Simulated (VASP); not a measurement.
# AlGaN2 (P-4m2) in VASP: notebook, part 2 of 2

VASP 6.6.1. Earlier steps stand in the parts before.

## Step 5: Single point, LDA

This run uses another cell than the first one, of 10.64 Å³/atom, 1.020 times its volume.

INCAR

```
SYSTEM = AlGaN2
  ALGO = Normal
  EDIFF = 1E-6
  ENCUT = 520
  GGA = CA
  ISIF = 2
  ISMEAR = 0
  LASPH = .True.
  LCHARG = .False.
  LREAL = .False.
  LWAVE = .False.
  NBANDS = 21
  NELM = 60
  PREC = Accurate
  SIGMA = 0.02
```

KPOINTS

```
k-points
0
Gamma
  8 8 6
  0 0 0
```

POSCAR

```
AlGaN2
1.0
    3.1152864692      0.0000000000      0.0000000000
    0.0000000000      3.1152864692      0.0000000000
    0.0000000000      0.0000000000      4.3843301796
Al Ga N
1 1 2
Direct
    0.5000000000      0.5000000000      0.5000000000
    0.0000000000      0.0000000000      0.0000000000
    0.5000000000      0.0000000000      0.7400513247
    0.0000000000      0.5000000000      0.2599486753
```

Command:

```
> cat potpaw_LDA.64/Al/POTCAR potpaw_LDA.64/Ga_d/POTCAR potpaw_LDA.64/N/POTCAR > POTCAR
> mpirun -np 1 vasp_std > vasp.out
```

It took 82 s on 1 thread of AMD EPYC 7R13, shared host; peak memory 0.15 GiB.

Results (log left out):

| Item | Value |
| --- | --- |
| Free energy | -30.3153 eV |
| Pressure | 0.9 GPa |
| Largest force | 0.030 eV/Å |
| Band gap on the k mesh | 3.07 eV, direct |

Forces on the atoms (eV/Å):
```
Al   0.000  0.000  0.000
Ga   0.000  0.000  0.000
N    0.000  0.000 -0.030
N    0.000  0.000  0.030
```

Levels at points of the mesh, in eV from the valence-band top:
| k point | band 10 | band 11 | band 12 | band 13 | band 14 | band 15 | band 16 | band 17 |
| --- | --- | --- | --- | --- | --- | --- | --- | --- |
| (0.00, 0.00, 0.00) | -2.41 | -0.22 | 0.00 | 0.00 | 3.07 | 3.49 | 7.58 | 11.28 |
| (0.50, 0.00, 0.00) | -3.04 | -2.95 | -1.00 | -0.73 | 7.18 | 7.27 | 8.01 | 8.46 |
| (0.50, 0.50, 0.00) | -2.37 | -2.34 | -2.34 | -2.32 | 3.24 | 3.24 | 6.36 | 8.73 |
| (0.00, 0.00, 0.50) | -1.62 | -1.62 | -1.03 | -1.03 | 5.31 | 5.44 | 8.03 | 9.23 |
| (0.50, 0.00, 0.50) | -0.98 | -0.89 | -0.62 | -0.60 | 5.33 | 6.68 | 9.20 | 9.51 |
| (0.50, 0.50, 0.50) | -4.12 | -3.35 | -3.35 | -3.35 | 6.16 | 6.16 | 9.03 | 10.90 |

A k mesh can miss the band edges. LDA gaps usually lie below the measured ones, often by a third to a half.

## Step 6: Single point, LDA

This run uses another cell than the first one, of 10.64 Å³/atom, 1.020 times its volume.

INCAR

```
PREC     = Accurate       # precision mode
ENCUT    = 520            # plane-wave cutoff, eV
EDIFF    = 1E-6           # SCF threshold, eV
ISMEAR   = 0              # smearing method
SIGMA    = 0.05           # smearing width, eV
LREAL    = F              # projectors in reciprocal space
LASPH    = T              # aspherical terms in the spheres
NELM     = 100            # most SCF steps
ALGO     = Normal         # electronic algorithm
ISIF     = 2              # what is computed and relaxed
LWAVE    = F              # write WAVECAR
LCHARG   = T              # write CHGCAR
LELF     = T              # ELF
LVHAR    = T            
NBANDS   = 21             # bands
```

KPOINTS

```
Automatic mesh
0
Gamma
  8 8 6
```

POSCAR is that of step 5.

Potentials or basis: VASP PAW LDA potentials, release 64 (Al, Ga_d, N).

Command:

```
> cat potpaw_LDA.64/Al/POTCAR potpaw_LDA.64/Ga_d/POTCAR potpaw_LDA.64/N/POTCAR > POTCAR
> mpirun -np 1 vasp_std > vasp.out
```

OUTCAR:

```text
PREC = Accurate
   ENCUT = 520
   EDIFF = 1E-6
   ISMEAR = 0
   LREAL = F
   LASPH = T
   NELM = 100
   ISIF = 2

 ion  position               nearest neighbor table
   1  0.500  0.500  0.500-   3 1.88   4 1.88   3 1.88   4 1.88   2 3.11   2 3.11   2 3.11   2 3.11
                             2 3.11   2 3.11   2 3.11   2 3.11
   2  0.000  0.000  0.000-   3 1.93   4 1.93   4 1.93   3 1.93   1 3.11   1 3.11   1 3.11   1 3.11
                             1 3.11   1 3.11   1 3.11   1 3.11
   3  0.500  0.000  0.740-   1 1.88   1 1.88   2 1.93   2 1.93
   4  0.000  0.500  0.260-   1 1.88   1 1.88   2 1.93   2 1.93

  LATTYP: Found a simple tetragonal cell.
 ALAT       =     3.1152864692
 C/A-ratio  =     1.4073601972

  Lattice vectors:

 A1 = (   3.1152864692,   0.0000000000,   0.0000000000)
 A2 = (   0.0000000000,   3.1152864692,   0.0000000000)
 A3 = (   0.0000000000,   0.0000000000,   4.3843301796)

Analysis of symmetry for initial positions (statically):
=====================================================================
 Subroutine PRICEL returns:
 Original cell was already a primitive cell.

[... 168 lines left out ...]
  ext. energy  EPLUGINS =         0.00000000
  ---------------------------------------------------
  free energy    TOTEN  =       -30.31528892 eV

  energy without entropy =      -30.31528892  energy(sigma->0) =      -30.31528892

 E-fermi :   5.9257     XC(G=0): -11.8467

 val. band max:        5.6590900768   @ k =   0.0000   0.0000   0.0000
 cond. band min:       8.7253810986   @ k =   0.0000   0.0000   0.0000
 fundamental gap:      3.0662910218
 Fermi energy:         5.9257070204

 k-point     1 :       0.0000    0.0000    0.0000
  band No.  band energies     occupation
      1      -9.8940      2.00000
      2      -8.4602      2.00000
      3      -7.4306      2.00000
      4      -7.4306      2.00000
      5      -7.3838      2.00000
      6      -7.2065      2.00000
[... 565 lines left out ...]
     20      17.8597      0.00000
     21      17.8790      0.00000

 [... further k-points ...]
[... 5 lines left out ...]
  --------------------------------------------------------------------------------------
  -------------------------------------------------------------------------------------
  Total        0.2310715      0.2310715      0.2344027      0.0000000      0.0000000      0.0000000
  in kB        8.7007721      8.7007721      8.8262044      0.0000000      0.0000000      0.0000000
  external PRESSURE =       8.7425828 kB  Pullay stress =       0.0000000 kB

 VOLUME and BASIS-vectors are now :
 -----------------------------------------------------------------------------
  energy-cutoff  :      520.00
  volume of cell :       42.55
      direct lattice vectors                 reciprocal lattice vectors
     3.115286469  0.000000000  0.000000000     0.320997767  0.000000000  0.000000000
     0.000000000  3.115286469  0.000000000     0.000000000  0.320997767  0.000000000
     0.000000000  0.000000000  4.384330180     0.000000000  0.000000000  0.228085012

 POSITION                                       TOTAL-FORCE (eV/Angst)
 -----------------------------------------------------------------------------------
      1.55764      1.55764      2.19217        -0.000000      0.000000     -0.000000
      0.00000      0.00000      0.00000         0.000000      0.000000     -0.000000
      1.55764      0.00000      3.24463        -0.000000     -0.000000     -0.030432
      0.00000      1.55764      1.13970         0.000000     -0.000000      0.030432
 -----------------------------------------------------------------------------------
    total drift:                                0.000000      0.000000      0.000000

  FREE ENERGIE OF THE ION-ELECTRON SYSTEM (eV)
  ---------------------------------------------------
  free  energy   TOTEN  =       -30.3152889188 eV

  energy  without entropy=      -30.3152889188  energy(sigma->0) =      -30.31528892
```

OSZICAR:

```text
N       E                     dE             d eps       ncg     rms          rms(c)
DAV:   1     0.169212410246E+03    0.16921E+03   -0.13045E+04  2831   0.185E+03
DAV:   2    -0.143354659026E+02   -0.18355E+03   -0.17113E+03  2713   0.408E+02
DAV:   3    -0.345674587244E+02   -0.20232E+02   -0.19984E+02  2898   0.106E+02
DAV:   4    -0.350830269030E+02   -0.51557E+00   -0.51469E+00  3082   0.179E+01
DAV:   5    -0.350916548579E+02   -0.86280E-02   -0.86275E-02  2872   0.228E+00    0.117E+01
DAV:   6    -0.303936203850E+02    0.46980E+01   -0.14560E+01  3920   0.532E+01    0.397E+00
DAV:   7    -0.303789554071E+02    0.14665E-01   -0.99331E-01  2665   0.767E+00    0.267E+00
DAV:   8    -0.303281127748E+02    0.50843E-01   -0.19839E-01  3211   0.422E+00    0.991E-01
DAV:   9    -0.303150476709E+02    0.13065E-01   -0.40271E-02  3425   0.297E+00    0.341E-01
DAV:  10    -0.303153725074E+02   -0.32484E-03   -0.61002E-03  2942   0.537E-01    0.112E-01
DAV:  11    -0.303152976526E+02    0.74855E-04   -0.24323E-04  3066   0.118E-01    0.369E-02
DAV:  12    -0.303152883999E+02    0.92527E-05   -0.42206E-05  3293   0.841E-02    0.964E-03
DAV:  13    -0.303152889188E+02   -0.51895E-06   -0.38353E-06  2447   0.124E-02
   1 F= -.30315289E+02 E0= -.30315289E+02  d E =-.659870E-16
```

stdout:

```text
POSCAR found type information on POSCAR AlGaN
 POSCAR found :  3 types and       4 ions
 scaLAPACK will be used
 LDA part: xc-table for (Slater(with rela. corr.)+CA(PZ))
 , standard interpolation
 POSCAR, INCAR and KPOINTS ok, starting setup
 FFT: planning ... GRIDC
 FFT: planning ... GRID_SOFT
 FFT: planning ... GRID
 WAVECAR not read
 entering main loop
```

It took 79 s on 1 thread of AMD EPYC 7R13, shared host; peak memory 0.15 GiB.

Results:

| Quantity | Value |
| --- | --- |
| Free energy | -30.3153 eV |
| Pressure | 0.9 GPa |
| Largest force | 0.030 eV/Å |
| Band gap on the k mesh | 3.07 eV, direct |

Forces in eV/Å, atoms in the order of the input:
```
Al   0.000  0.000  0.000
Ga   0.000  0.000  0.000
N    0.000  0.000 -0.030
N    0.000  0.000  0.030
```

Levels at points of the mesh, in eV from the valence-band top:
```tsv
k point	band 11	band 12	band 13	band 14	band 15	band 16
(0.00, 0.00, 0.00)	-0.22	0.00	0.00	3.07	3.49	7.58
(0.50, 0.00, 0.00)	-2.95	-1.00	-0.73	7.18	7.27	8.01
(0.50, 0.50, 0.00)	-2.34	-2.34	-2.32	3.24	3.24	6.36
(0.00, 0.00, 0.50)	-1.62	-1.03	-1.03	5.31	5.44	8.03
(0.50, 0.00, 0.50)	-0.89	-0.62	-0.60	5.33	6.68	9.20
(0.50, 0.50, 0.50)	-3.35	-3.35	-3.35	6.16	6.16	9.03
```

## Step 7: Summary

| cell | smearing | gap on the mesh (eV) | pressure (GPa) | largest force (eV/Å) |
| --- | --- | --- | --- | --- |
| a = 3.115, b = 3.115, c = 4.297 Å, 4 atoms | gaussian 0.02 eV | 3.24 | 5.2 | 0.03 |
| a = 3.115, b = 3.115, c = 4.384 Å, 4 atoms | gaussian 0.02 eV | 3.07 | 0.9 | 0.03 |
| a = 3.115, b = 3.115, c = 4.384 Å, 4 atoms | gaussian 0.05 eV | 3.07 | 0.9 | 0.03 |

Alike in all rows: task single point; level LDA; potentials or basis VASP PAW LDA potentials, release 64 (Al, Ga_d, N); no spin polarisation; k mesh 8 × 8 × 6; cutoff (eV) 520.

Total energies depend on the potentials used, so only differences within one code and one set of settings carry meaning.
